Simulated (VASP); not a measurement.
# NaH (Fm-3m) in VASP: a series of runs, part 2 of 2

VASP 6.6.1.

## (4) Single point, r2SCAN

This run uses another cell than the first one, of 12.83 Å³/atom, 1.059 times its volume.

Input file POSCAR:

```
NaH
1.0
    2.3412966576      2.3412966576      0.0000000000
   -2.3412966576      2.3412966576      0.0000000000
    0.0000000000      2.3412966576      2.3412966576
Na H
1 1
Direct
    0.0000000000      0.0000000000      0.0000000000
    0.5000000000      0.5000000000      0.0000000000
```

Input file INCAR.step1:

```
SYSTEM = NaH
  ALGO = Normal
  EDIFF = 1E-4
  ENCUT = 520
  GGA = PE
  ISMEAR = 0
  LASPH = .True.
  LCHARG = .False.
  LREAL = .False.
  LWAVE = .True.
  NBANDS = 11
  NELM = 60
  PREC = Accurate
  SIGMA = 0.01
```

Input file INCAR.step2:

```
SYSTEM = NaH
  ALGO = Normal
  EDIFF = 1E-6
  ENCUT = 520
  ISIF = 2
  ISMEAR = 0
  ISTART = 1
  LASPH = .True.
  LCHARG = .False.
  LMIXTAU = .True.
  LREAL = .False.
  LWAVE = .False.
  METAGGA = R2SCAN
  NBANDS = 11
  NELM = 60
  PREC = Accurate
  SIGMA = 0.01
```

Input file KPOINTS:

```
k-points
0
Gamma
  8 8 8
  0 0 0
```

Potentials or basis: VASP PAW PBE potentials, release 64 (Na_pv, H).

On the command line:

```sh
> cat potpaw_PBE.64/Na_pv/POTCAR potpaw_PBE.64/H/POTCAR > POTCAR
> cp INCAR.step1 INCAR
> mpirun -np 1 vasp_std > vasp.out
> cp INCAR.step2 INCAR
> mpirun -np 1 vasp_std > vasp.out
```

OUTCAR:

```text
SYSTEM = NaH
   EDIFF = 1E-6
   ENCUT = 520
   ISIF = 2
   ISMEAR = 0
   ISTART = 1
   LASPH = .True.
   LREAL = .False.
   METAGGA = R2SCAN
   NELM = 60
   PREC = Accurate

 ion  position               nearest neighbor table
   1  0.000  0.000  0.000-
   2  0.500  0.500  0.000-

  LATTYP: Found a face centered cubic cell.
 ALAT       =     4.6825933152

  Lattice vectors:

 A1 = (   0.0000000000,   2.3412966576,   2.3412966576)
 A2 = (   2.3412966576,   0.0000000000,   2.3412966576)
 A3 = (   2.3412966576,   2.3412966576,   0.0000000000)

Analysis of symmetry for initial positions (statically):
=====================================================================
 Subroutine PRICEL returns:
 Original cell was already a primitive cell.

 Routine SETGRP: Setting up the symmetry group for a
 face centered cubic supercell.

 Subroutine GETGRP returns: Found 48 space group operations
 (whereof 48 operations were pure point group operations)
 out of a pool of 48 trial point group operations.

The static configuration has the point symmetry O_h .

[... 169 lines left out ...]
  band No.  band energies     occupation
      1     -23.8797      2.00000
      2     -23.8795      2.00000
      3     -23.8793      2.00000
      4      -4.9689      2.00000
      5      11.1870      0.00000
      6      15.9252      0.00000
      7      15.9258      0.00000
      8      15.9265      0.00000
      9      17.0992      0.00000
     10      17.0996      0.00000
     11      17.0999      0.00000
[... 309 lines left out ...]
 k-point    24 :       0.5000    0.2500    0.1250
  band No.  band energies     occupation
      1     -23.9827      2.00000
      2     -23.9234      2.00000
      3     -23.9031      2.00000
      4      -1.6411      2.00000
      5       4.2302      0.00000
      6       7.6905      0.00000
      7      11.2909      0.00000
      8      15.7809      0.00000
      9      16.8295      0.00000
     10      20.3804      0.00000
     11      22.6944      0.00000

 [... further k-points ...]

------------------------ aborting loop because EDIFF is reached ----------------------------------------

  FORCE on cell =-STRESS in cart. coord.  units (eV):
  Direction    XX          YY          ZZ          XY          YZ          ZX
  --------------------------------------------------------------------------------------
  -------------------------------------------------------------------------------------
  Total        0.2798422      0.2798422      0.2798422      0.0000000      0.0000000     -0.0000000
  in kB       17.4672445     17.4672445     17.4672445      0.0000000      0.0000000     -0.0000000
  external PRESSURE =      17.4672445 kB  Pullay stress =       0.0000000 kB

 VOLUME and BASIS-vectors are now :
 -----------------------------------------------------------------------------
  energy-cutoff  :      520.00
  volume of cell :       25.67
      direct lattice vectors                 reciprocal lattice vectors
     2.341296658  2.341296658  0.000000000     0.213556876  0.213556876 -0.213556876
    -2.341296658  2.341296658  0.000000000    -0.213556876  0.213556876 -0.213556876
     0.000000000  2.341296658  2.341296658     0.000000000  0.000000000  0.427113752

 POSITION                                       TOTAL-FORCE (eV/Angst)
 -----------------------------------------------------------------------------------
      0.00000      0.00000      0.00000        -0.000000      0.000000      0.000000
      0.00000      2.34130      0.00000         0.000000     -0.000000      0.000000
 -----------------------------------------------------------------------------------
    total drift:                               -0.000000     -0.000000     -0.000000

  FREE ENERGIE OF THE ION-ELECTRON SYSTEM (eV)
  ---------------------------------------------------
  free  energy   TOTEN  =        -7.5939877938 eV

  energy  without entropy=       -7.5939877938  energy(sigma->0) =       -7.59398779
```

OUTCAR.step1:

```text
SYSTEM = NaH
   EDIFF = 1E-4
   ENCUT = 520
   GGA = PE
   ISMEAR = 0
   LASPH = .True.
   LREAL = .False.
[... 557 lines left out ...]
      0.00000      0.00000      0.00000        -0.000000      0.000000      0.000000
      0.00000      2.34130      0.00000         0.000000     -0.000000      0.000000
 -----------------------------------------------------------------------------------
    total drift:                               -0.000000     -0.000000     -0.000000

  FREE ENERGIE OF THE ION-ELECTRON SYSTEM (eV)
  ---------------------------------------------------
  free  energy   TOTEN  =        -5.0677841301 eV

  energy  without entropy=       -5.0677841301  energy(sigma->0) =       -5.06778413
```

OSZICAR.step1:

```text
N       E                     dE             d eps       ncg     rms          rms(c)
DAV:   1     0.403751635440E+02    0.40375E+02   -0.46746E+03   644   0.771E+02
DAV:   2    -0.412545892230E+01   -0.44501E+02   -0.43701E+02   676   0.202E+02
DAV:   3    -0.549692236399E+01   -0.13715E+01   -0.13696E+01   766   0.329E+01
DAV:   4    -0.550584873916E+01   -0.89264E-02   -0.89255E-02   777   0.280E+00
DAV:   5    -0.550592940121E+01   -0.80662E-04   -0.80662E-04   709   0.265E-01    0.327E+00
DAV:   6    -0.516263791360E+01    0.34329E+00   -0.30673E-01   755   0.295E+00    0.154E+00
DAV:   7    -0.506372238361E+01    0.98916E-01   -0.31742E-01   710   0.229E+00    0.342E-01
DAV:   8    -0.506779623482E+01   -0.40739E-02   -0.93318E-03   725   0.101E+00    0.677E-02
DAV:   9    -0.506780340854E+01   -0.71737E-05   -0.10246E-03   760   0.359E-01    0.235E-02
DAV:  10    -0.506778413011E+01    0.19278E-04   -0.54788E-05   450   0.497E-02
   1 F= -.50677841E+01 E0= -.50677841E+01  d E =-.122267E-90
```

It took 17 s on 1 thread of Intel Xeon 6975P-C (Granite Rapids), shared host; peak memory 0.16 GiB.

Results:

```yaml
Free_energy: -7.5940 eV
Pressure: 1.7 GPa
Band_gap_on_the_k_mesh: 4.54 eV, indirect (least direct gap 5.42 eV)
```

Caveat: the PAW data sets were made with another functional, which shifts forces and pressure a little. A k mesh can miss the band edges.

## (5) Single point, r2SCAN

This run uses another cell than the first one, of 12.83 Å³/atom, 1.059 times its volume.

POSCAR is that of step 4.

Input file INCAR.step1:

```
PREC     = Accurate       # precision mode
ENCUT    = 520            # plane-wave cutoff, eV
ISMEAR   = 0              # smearing method
SIGMA    = 0.01           # smearing width, eV
LREAL    = False          # projectors in reciprocal space
LASPH    = True           # aspherical terms in the spheres
NELM     = 80             # most SCF steps
NBANDS   = 11             # bands
GGA      = PE             # functional
ALGO     = Normal         # electronic algorithm
EDIFF    = 1E-4           # SCF threshold, eV
LWAVE    = True           # write WAVECAR
LCHARG   = False          # write CHGCAR
```

Input file INCAR.step2:

```
PREC     = Accurate       # precision mode
ENCUT    = 520            # plane-wave cutoff, eV
EDIFF    = 1E-6           # SCF threshold, eV
ISMEAR   = 0              # smearing method
SIGMA    = 0.01           # smearing width, eV
LREAL    = False          # projectors in reciprocal space
LASPH    = True           # aspherical terms in the spheres
NELM     = 80             # most SCF steps
ALGO     = Normal         # electronic algorithm
ISIF     = 2              # what is computed and relaxed
LWAVE    = False          # write WAVECAR
LCHARG   = True           # write CHGCAR
METAGGA  = R2SCAN         # meta-GGA
LMIXTAU  = True         
LELF     = True           # ELF
LVHAR    = True         
NBANDS   = 11             # bands
ISTART   = 1
```

Input file KPOINTS:

```
Automatic mesh
0
Gamma
  8 8 8
```

On the command line:

```sh
> cat potpaw_PBE.64/Na_pv/POTCAR potpaw_PBE.64/H/POTCAR > POTCAR
> cp INCAR.step1 INCAR
> mpirun -np 1 vasp_std > vasp.out
> cp INCAR.step2 INCAR
> mpirun -np 1 vasp_std > vasp.out
```

Wall time 18 s (1 thread of Intel Xeon 6975P-C (Granite Rapids), shared host); peak memory 0.15 GiB.

It converged, with:

```
Free energy            : -7.5940 eV
Pressure               : 1.7 GPa
Band gap on the k mesh : 4.54 eV, indirect (least direct gap 5.42 eV)
```

Levels at points of the mesh, in eV from the valence-band top:
| k point | band 1 | band 2 | band 3 | band 4 | band 5 | band 6 | band 7 | band 8 | band 9 |
| --- | --- | --- | --- | --- | --- | --- | --- | --- | --- |
| (0.00, 0.00, 0.00) | -22.73 | -22.73 | -22.73 | -3.82 | 12.34 | 17.08 | 17.08 | 17.08 | 18.25 |
| (0.50, 0.00, 0.00) | -22.85 | -22.74 | -22.74 | -0.87 | 4.54 | 12.39 | 14.52 | 14.52 | 18.68 |
| (0.50, 0.50, 0.00) | -22.83 | -22.77 | -22.77 | -0.19 | 5.41 | 11.07 | 12.02 | 12.02 | 14.10 |

Caveat: the PAW data sets were made with another functional, which shifts forces and pressure a little.

## (6) Single point, r2SCAN

This run uses another cell than the first one, of 13.78 Å³/atom, 1.137 times its volume.

Input file POSCAR:

```
NaH
1.0
    2.3972153351      2.3972153351      0.0000000000
   -2.3972153351      2.3972153351      0.0000000000
    0.0000000000      2.3972153351      2.3972153351
Na H
1 1
Direct
    0.0000000000      0.0000000000      0.0000000000
    0.5000000000      0.5000000000      0.0000000000
```

Input file INCAR.step1:

```
SYSTEM = NaH
  ALGO = Normal
  EDIFF = 1E-4
  ENCUT = 520
  GGA = PE
  ISMEAR = 0
  LASPH = .True.
  LCHARG = .False.
  LREAL = .False.
  LWAVE = .True.
  NBANDS = 11
  NELM = 80
  PREC = Accurate
  SIGMA = 0.01
```

Input file INCAR.step2:

```
SYSTEM = NaH
  ALGO = Normal
  EDIFF = 1E-6
  ENCUT = 520
  ISIF = 2
  ISMEAR = 0
  ISTART = 1
  LASPH = .True.
  LCHARG = .False.
  LMIXTAU = .True.
  LREAL = .False.
  LWAVE = .False.
  METAGGA = R2SCAN
  NBANDS = 11
  NELM = 80
  PREC = Accurate
  SIGMA = 0.01
```

Input file KPOINTS:

```
k-points
0
Gamma
  8 8 8
  0 0 0
```

Potentials or basis: VASP PAW PBE potentials, release 64 (Na_pv, H).

On the command line:

```sh
> cat potpaw_PBE.64/Na_pv/POTCAR potpaw_PBE.64/H/POTCAR > POTCAR
> cp INCAR.step1 INCAR
> mpirun -np 1 vasp_std > vasp.out
> cp INCAR.step2 INCAR
> mpirun -np 1 vasp_std > vasp.out
```

Run time: 16 s. Hardware: 1 thread of Intel Xeon 6975P-C (Granite Rapids), shared host; peak memory 0.15 GiB.

It converged, with:

```
Free energy            : -7.6025 eV
Pressure               : -0.3 GPa
Band gap on the k mesh : 4.41 eV, indirect (least direct gap 5.26 eV)
```

Levels at points of the mesh, in eV from the valence-band top:
```
           k point  band 1  band 2  band 3  band 4  band 5  band 6  band 7  band 8
(0.00, 0.00, 0.00)  -22.86  -22.86  -22.86   -3.62   11.66   16.53   16.53   16.53
(0.50, 0.00, 0.00)  -22.95  -22.87  -22.87   -0.84    4.41   11.86   14.06   14.06
(0.50, 0.50, 0.00)  -22.94  -22.89  -22.89   -0.17    5.24   10.80   11.54   11.54
```

Caveat: the PAW data sets were made with another functional, which shifts forces and pressure a little.

## (7) The runs side by side

| cell | gap on the mesh (eV) | pressure (GPa) |
| --- | --- | --- |
| a = 3.249 Å, angles 60.0, 60.0, 90.0°, 2 atoms | 4.65 | 3.5 |
| a = 3.311 Å, angles 60.0, 60.0, 90.0°, 2 atoms | 4.54 | 1.7 |
| a = 3.390 Å, angles 60.0, 60.0, 90.0°, 2 atoms | 4.41 | -0.3 |

Alike in all rows: task single point; level r2SCAN; potentials or basis VASP PAW PBE potentials, release 64 (Na_pv, H); no spin polarisation; k mesh 8 × 8 × 8; cutoff (eV) 520; smearing gaussian 0.01 eV.

Caveats: the PAW data sets were made with another functional, which shifts forces and pressure a little.

Absolute energies hang on the potentials; compare differences alone.
